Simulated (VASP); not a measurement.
# Li (P1) in VASP: a series of runs

Li is run at these levels: PBE; tasks: single point.

All numbers are computed with VASP 6.6.1; they aren't measurements. Logs are shortened: lines on timing, memory, paths and dates and some standing lists are left out, and cuts for length are marked.

## Step 1: The cell of the first run

The typed cell holds 16 atoms: a = 7.205 Å, b = 7.205 Å, c = 7.205 Å, α = 90.00°, β = 90.00°, γ = 90.00°.

## Step 2: Single point, PBE

The input, INCAR:

```
  ALGO = Normal
  EDIFF = 1E-6
  ENCUT = 650
  GGA = PE
  GGA_COMPAT = False
  ISIF = 2
  ISMEAR = -1
  LASPH = True
  LCHARG = True
  LELF = True
  LREAL = False
  LVHAR = True
  LWAVE = False
  NBANDS = 38
  NELM = 120
  PREC = Accurate
  SIGMA = 0.11
```

The input, KPOINTS:

```
k-points
0
Gamma
  2 2 2
```

The input, POSCAR:

```
Li
1.0
    7.2053150000      0.0000000000      0.0000000000
    0.0000000000      7.2053150000      0.0000000000
    0.0000000000      0.0000000000      7.2053150000
Li
16
Direct
   -0.0033169959     -0.0072585307     -0.0148917847
    0.4931082125      0.0233300001      0.0188194409
    0.0190276206      0.4870710024      0.0022899762
    0.0039554135      0.0285344916      0.5001308062
    0.2205316492      0.2421268189      0.2587950700
    0.5077918176      0.5056267491      0.0478119277
    0.5160496106     -0.0010825342      0.4649900802
    0.7553313075      0.2595583954      0.2531464620
    0.0077720405      0.5040584624      0.5051409966
    0.2751718697      0.7253950729      0.2153965510
    0.2609323812      0.2398229640      0.7715693207
    0.4860439828      0.5067647979      0.5003389859
    0.7262833061      0.7404534014      0.2445278243
    0.7568579583      0.2448747903      0.7459909803
    0.2405307749      0.7448251742      0.7288647339
    0.7395374109      0.7463240677      0.7547484045
```

Potentials or basis: VASP PAW PBE potentials, release 64 (Li_sv).

Command:

```bash
$ cat potpaw_PBE.64/Li_sv/POTCAR > POTCAR
$ mpirun -np 1 vasp_std > vasp.out
```

OUTCAR:

```text
EDIFF = 1E-6
   ENCUT = 650
   GGA = PE
   ISIF = 2
   ISMEAR = -1
   LASPH = True
   LREAL = False
   NELM = 120
   PREC = Accurate

 ion  position               nearest neighbor table
   1  0.997  0.993  0.985-
   2  0.493  0.023  0.019-
   3  0.019  0.487  0.002-
   4  0.004  0.029  0.500-
   5  0.221  0.242  0.259-
   6  0.508  0.506  0.048-  10 2.60
   7  0.516  0.999  0.465-
   8  0.755  0.260  0.253-
   9  0.008  0.504  0.505-
  10  0.275  0.725  0.215-   6 2.60
  11  0.261  0.240  0.772-
  12  0.486  0.507  0.500-
  13  0.726  0.740  0.245-
  14  0.757  0.245  0.746-
  15  0.241  0.745  0.729-
  16  0.740  0.746  0.755-

  LATTYP: Found a simple cubic cell.
 ALAT       =     7.2053150000

  Lattice vectors:

 A1 = (   7.2053150000,   0.0000000000,   0.0000000000)
 A2 = (   0.0000000000,   7.2053150000,   0.0000000000)
 A3 = (   0.0000000000,   0.0000000000,   7.2053150000)

Analysis of symmetry for initial positions (statically):
=====================================================================
 Subroutine PRICEL returns:
 Original cell was already a primitive cell.

 Routine SETGRP: Setting up the symmetry group for a
 simple cubic supercell.

 Subroutine GETGRP returns: Found  1 space group operations
 (whereof  1 operations were pure point group operations)
 out of a pool of 48 trial point group operations.

The static configuration has the point symmetry C_1 .

Analysis of symmetry for dynamics (positions and initial velocities):
=====================================================================
 Subroutine PRICEL returns:
 Original cell was already a primitive cell.

 Routine SETGRP: Setting up the symmetry group for a
 simple cubic supercell.

 Subroutine GETGRP returns: Found  1 space group operations
 (whereof  1 operations were pure point group operations)
 out of a pool of 48 trial point group operations.

The dynamic configuration has the point symmetry C_1 .

 Subroutine INISYM returns: Found  1 space group operations
 (whereof  1 operations are pure point group operations),
 and found     1 'primitive' translations

----------------------------------------------------------------------------------------

                                     Primitive cell

  volume of cell :     374.0752

  direct lattice vectors                    reciprocal lattice vectors
     7.205315000  0.000000000  0.000000000     0.138786438  0.000000000  0.000000000
     0.000000000  7.205315000  0.000000000     0.000000000  0.138786438  0.000000000
     0.000000000  0.000000000  7.205315000     0.000000000  0.000000000  0.138786438

  length of vectors
     7.205315000  7.205315000  7.205315000     0.138786438  0.138786438  0.138786438

  position of ions in fractional coordinates (direct lattice)
     0.996683004  0.992741469  0.985108215
     0.493108212  0.023330000  0.018819441
     0.019027621  0.487071002  0.002289976
     0.003955414  0.028534492  0.500130806
     0.220531649  0.242126819  0.258795070
     0.507791818  0.505626749  0.047811928
[... 8 lines left out ...]
     0.240530775  0.744825174  0.728864734
     0.739537411  0.746324068  0.754748404

  ion indices of the primitive-cell ions
   primitive index   ion index
                 1           1
                 2           2
                 3           3
                 4           4
                 5           5
                 6           6
[... 8 lines left out ...]
                15          15
                16          16

----------------------------------------------------------------------------------------

 KPOINTS: k-points

Automatic generation of k-mesh.
 Grid dimensions read from file:
 generate k-points for:    2    2    2

 Generating k-lattice:

  Cartesian coordinates                     Fractional coordinates (reciprocal lattice)
     0.069393219  0.000000000  0.000000000     0.500000000  0.000000000  0.000000000
     0.000000000  0.069393219  0.000000000     0.000000000  0.500000000  0.000000000
     0.000000000  0.000000000  0.069393219     0.000000000  0.000000000  0.500000000

  Length of vectors
     0.069393219  0.069393219  0.069393219

  Shift w.r.t. Gamma in fractional coordinates (k-lattice)
     0.000000000  0.000000000  0.000000000

 Subroutine IBZKPT returns following result:
 ===========================================

 Found      8 irreducible k-points:

 Following reciprocal coordinates:
            Coordinates               Weight
  0.000000  0.000000  0.000000      1.000000
  0.500000  0.000000  0.000000      1.000000
  0.000000  0.500000  0.000000      1.000000
  0.000000  0.000000  0.500000      1.000000
  0.500000  0.500000  0.000000      1.000000
  0.000000  0.500000  0.500000      1.000000
  0.500000  0.000000  0.500000      1.000000
  0.500000  0.500000  0.500000      1.000000
   k-points           NKPTS =      8   k-points in BZ     NKDIM =      8   number of bands    NBANDS=     38
   number of dos      NEDOS =    301   number of ions     NIONS =     16
   total plane-waves  NPLWV = 216000
   dimension x,y,z NGX =    60 NGY =   60 NGZ =   60
   dimension x,y,z NGXF=   120 NGYF=  120 NGZF=  120
   ions per type =              16
   NGX,Y,Z   is equivalent  to a cutoff of  13.84, 13.84, 13.84 a.u.
   NGXF,Y,Z  is equivalent  to a cutoff of  27.69, 27.69, 27.69 a.u.
 SYSTEM =  unknown system
   PREC   = accura    normal or accurate (medium, high low for compatibility)
   ISTART =      0    job   : 0-new  1-cont  2-samecut
   ICHARG =      2    charge: 1-file 2-atom 10-const
   ISPIN  =      1    spin polarized calculation?
   LNONCOLLINEAR =      F non collinear calculations
   LSORBIT =      F    spin-orbit coupling
   LASPH  =      T    aspherical Exc in radial PAW
   ENCUT  =  650.0 eV  47.77 Ry    6.91 a.u.  14.98 14.98 14.98*2*pi/ulx,y,z
   NELM   =    120;   NELMIN=  2; NELMDL= -5     # of ELM steps
   EDIFF  = 0.1E-05   stopping-criterion for ELM
   LREAL  =      F    real-space projection
   EDIFFG = 0.1E-04   stopping-criterion for IOM
   NSW    =      0    number of steps for IOM
   IBRION =     -1    ionic relax: 0-MD 1-quasi-New 2-CG
   NFREE  =      0    steps in history (QN), initial steepest desc. (CG)
   ISIF   =      2    stress and relaxation
   ISYM   =      2    0-nonsym 1-usesym 2-fastsym
   POTIM  = 0.5000    time-step for ionic-motion
   TEBEG  =    0.0;   TEEND  =   0.0 temperature during run
   PSTRESS=    0.0 pullay stress
   NELECT =      48.0000    total number of electrons
   NUPDOWN=      -1.0000    fix difference up-down
   EMIN   =  10.00;   EMAX   =-10.00  energy-range for DOS
   EFERMI =   0.00;   METHOD = LEGACY
   ISMEAR =    -1;   SIGMA  =   0.11  broadening in eV -4-tet -1-fermi 0-gaus
   EFERMI_NEDOS =   21; number of points for ismear=-14 and -15
   IALGO  =     38    algorithm
   IMIX   =      4    mixing-type and parameters
     AMIX     =   0.40;   BMIX     =  1.00
     AMIX_MAG =   1.60;   BMIX_MAG =  1.00
  volume/ion in A,a.u.               =      23.38       157.77
  Fermi-wavevector in a.u.,A,eV,Ry     =   0.825725  1.560395  9.276756  0.681822
  Thomas-Fermi vector in A             =   1.937634
   LORBIT       =      0    0 simple, 1 ext, 2 COOP (PROOUT), +10 PAW based schemes
   GGA     = PE    functional components
   LHFCALC =     F    Hartree Fock is set to
   AEXX    =    0.0000 exact exchange contribution
   IVDW    =     0    specifies the selected vdW correction
   LEPSILON=     F    determine dielectric tensor
   LRPA    =     F    only Hartree local field effects (RPA)
 non-spin polarized calculation
  energy-cutoff  :      650.00
  volume of cell :      374.08
 maximum number of plane-waves:     14094
 NGX is ok and might be reduce to    60
   NGX = 29   NGY = 29   NGZ = 29

 number of electron      48.0000006 magnetization

 Free energy of the ion-electron system (eV)
  ---------------------------------------------------
  ext. energy  EPLUGINS =         0.00000000
  ---------------------------------------------------
  free energy    TOTEN  =       -29.70870532 eV

  energy without entropy =      -29.26565719  energy(sigma->0) =      -29.48718125

 E-fermi :   0.1055     XC(G=0):  -6.6983

 val. band max:        0.1027143319   @ k =   0.5000   0.5000   0.0000
 cond. band min:       0.1115661401   @ k =   0.0000   0.5000   0.5000
 fundamental gap:      0.0088518082
 Fermi energy:         0.1054922043

 k-point     1 :       0.0000    0.0000    0.0000
  band No.  band energies     occupation
      1     -46.6838      2.00000
      2     -46.6479      2.00000
      3     -46.6096      2.00000
      4     -46.6052      2.00000
      5     -46.5643      2.00000
      6     -46.5626      2.00000
[... 28 lines left out ...]
     35       3.0370      0.00000
     36       3.2187      0.00000

 k-point     2 :       0.5000    0.0000    0.0000
  band No.  band energies     occupation
      1     -46.6838      2.00000
      2     -46.6479      2.00000
      3     -46.6096      2.00000
      4     -46.6053      2.00000
      5     -46.5644      2.00000
      6     -46.5627      2.00000
[... 28 lines left out ...]
     35       3.1996      0.00000
     36       3.2124      0.00000

 k-point     3 :       0.0000    0.5000    0.0000
  band No.  band energies     occupation
      1     -46.6839      2.00000
      2     -46.6479      2.00000
      3     -46.6096      2.00000
      4     -46.6053      2.00000
      5     -46.5643      2.00000
      6     -46.5627      2.00000
[... 28 lines left out ...]
     35       3.1662      0.00000
     36       3.1928      0.00000

 k-point     4 :       0.0000    0.0000    0.5000
  band No.  band energies     occupation
      1     -46.6839      2.00000
      2     -46.6479      2.00000
      3     -46.6096      2.00000
      4     -46.6053      2.00000
      5     -46.5643      2.00000
      6     -46.5628      2.00000
[... 28 lines left out ...]
     35       3.1961      0.00000
     36       3.2107      0.00000

 k-point     5 :       0.5000    0.5000    0.0000
  band No.  band energies     occupation
      1     -46.6838      2.00000
      2     -46.6479      2.00000
      3     -46.6096      2.00000
      4     -46.6053      2.00000
      5     -46.5643      2.00000
      6     -46.5627      2.00000
[... 28 lines left out ...]
     35       3.7134      0.00000
     36       3.7658      0.00000

 k-point     6 :       0.0000    0.5000    0.5000
  band No.  band energies     occupation
      1     -46.6838      2.00000
      2     -46.6479      2.00000
      3     -46.6096      2.00000
      4     -46.6053      2.00000
      5     -46.5643      2.00000
      6     -46.5627      2.00000
[... 28 lines left out ...]
     35       3.7091      0.00000
     36       3.8366      0.00000

 k-point     7 :       0.5000    0.0000    0.5000
  band No.  band energies     occupation
      1     -46.6838      2.00000
      2     -46.6479      2.00000
      3     -46.6096      2.00000
      4     -46.6053      2.00000
      5     -46.5643      2.00000
      6     -46.5627      2.00000
[... 28 lines left out ...]
     35       3.7016      0.00000
     36       3.8187      0.00000

 k-point     8 :       0.5000    0.5000    0.5000
  band No.  band energies     occupation
      1     -46.6838      2.00000
      2     -46.6479      2.00000
      3     -46.6095      2.00000
      4     -46.6053      2.00000
      5     -46.5643      2.00000
      6     -46.5627      2.00000
[... 28 lines left out ...]
     35       2.7544      0.00000
     36       2.7792      0.00000
 [bands above 36 left out]

------------------------ aborting loop because EDIFF is reached ----------------------------------------

  FORCE on cell =-STRESS in cart. coord.  units (eV):
  Direction    XX          YY          ZZ          XY          YZ          ZX
  --------------------------------------------------------------------------------------
  -------------------------------------------------------------------------------------
  Total       -3.0272717     -3.1818066     -3.3715004     -0.1415822      0.2138355     -0.0285896
  in kB      -12.9659118    -13.6277903    -14.4402555     -0.6064016      0.9158651     -0.1224502
  external PRESSURE =     -13.6779859 kB  Pullay stress =       0.0000000 kB

 VOLUME and BASIS-vectors are now :
 -----------------------------------------------------------------------------
  energy-cutoff  :      650.00
  volume of cell :      374.08
      direct lattice vectors                 reciprocal lattice vectors
     7.205315000  0.000000000  0.000000000     0.138786438  0.000000000  0.000000000
     0.000000000  7.205315000  0.000000000     0.000000000  0.138786438  0.000000000
     0.000000000  0.000000000  7.205315000     0.000000000  0.000000000  0.138786438

 POSITION                                       TOTAL-FORCE (eV/Angst)
 -----------------------------------------------------------------------------------
      7.18141      7.15301      7.09802        -0.025834     -0.029544      0.163074
      3.55300      0.16810      0.13560         0.063625     -0.117563     -0.055925
      0.13710      3.50950      0.01650        -0.150702      0.031999     -0.070880
      0.02850      0.20560      3.60360        -0.048392     -0.286609      0.009513
      1.58900      1.74460      1.86470         0.226242      0.100468     -0.061889
      3.65880      3.64320      0.34450        -0.018527     -0.345493     -0.451581
[... 8 lines left out ...]
      1.73310      5.36670      5.25170         0.150874      0.138230      0.179176
      5.32860      5.37750      5.43820        -0.038150      0.009575      0.031412
 -----------------------------------------------------------------------------------
    total drift:                                0.001041     -0.001093      0.000229

  FREE ENERGIE OF THE ION-ELECTRON SYSTEM (eV)
  ---------------------------------------------------
  free  energy   TOTEN  =       -29.7087053197 eV

  energy  without entropy=      -29.2656571859  energy(sigma->0) =      -29.48718125
```

It took 76 s on 1 thread of Intel Xeon 6975P-C (Granite Rapids), shared host; peak memory 0.51 GiB.

Results:

- Free energy: -29.7087 eV
- Pressure: -1.4 GPa
- Largest force: 0.569 eV/Å
- Band gap on the k mesh: zero (band 24 reaches 0.50 eV, above the bottom of band 25 at -0.29 eV)

Forces on the atoms (eV/Å):
```
Li  -0.026 -0.030  0.163
Li   0.064 -0.118 -0.056
Li  -0.151  0.032 -0.071
Li  -0.048 -0.287  0.010
Li   0.226  0.100 -0.062
Li  -0.019 -0.345 -0.452
Li  -0.161  0.021  0.164
Li   0.047  0.030 -0.028
Li  -0.090 -0.019 -0.094
Li  -0.312  0.319  0.258
Li   0.023  0.123 -0.134
Li   0.036 -0.202 -0.041
Li   0.384  0.114  0.086
Li  -0.086  0.114  0.045
Li   0.151  0.138  0.179
Li  -0.038  0.010  0.031
```

Levels at points of the mesh, in eV from the Fermi level:
| k point | band 19 | band 20 | band 21 | band 22 | band 23 | band 24 | band 25 | band 26 | band 27 | band 28 |
| --- | --- | --- | --- | --- | --- | --- | --- | --- | --- | --- |
| (0.00, 0.00, 0.00) | -1.01 | -0.99 | -0.94 | -0.91 | -0.82 | 0.40 | 0.40 | 0.42 | 0.43 | 0.45 |
| (0.50, 0.00, 0.00) | -0.54 | -0.52 | -0.48 | -0.47 | -0.44 | -0.43 | -0.39 | -0.36 | 1.12 | 1.14 |
| (0.00, 0.50, 0.00) | -0.60 | -0.56 | -0.50 | -0.45 | -0.44 | -0.41 | -0.38 | -0.29 | 1.08 | 1.10 |
| (0.00, 0.00, 0.50) | -0.61 | -0.52 | -0.47 | -0.45 | -0.44 | -0.39 | -0.38 | -0.33 | 1.05 | 1.06 |
| (0.50, 0.50, 0.00) | -2.10 | -2.06 | -0.04 | 0.00 | 0.06 | 0.07 | 0.15 | 0.17 | 0.18 | 0.25 |
| (0.00, 0.50, 0.50) | -2.10 | -2.07 | -0.03 | 0.01 | 0.05 | 0.11 | 0.12 | 0.14 | 0.19 | 0.23 |
| (0.50, 0.00, 0.50) | -2.09 | -2.05 | -0.06 | 0.01 | 0.03 | 0.09 | 0.14 | 0.17 | 0.20 | 0.25 |
| (0.50, 0.50, 0.50) | -1.60 | -1.58 | -1.53 | -1.49 | -1.47 | -1.45 | 2.13 | 2.21 | 2.27 | 2.40 |

Caveat: the k points lie up to 0.44 Å⁻¹ apart.

[end of part 1 of 2]
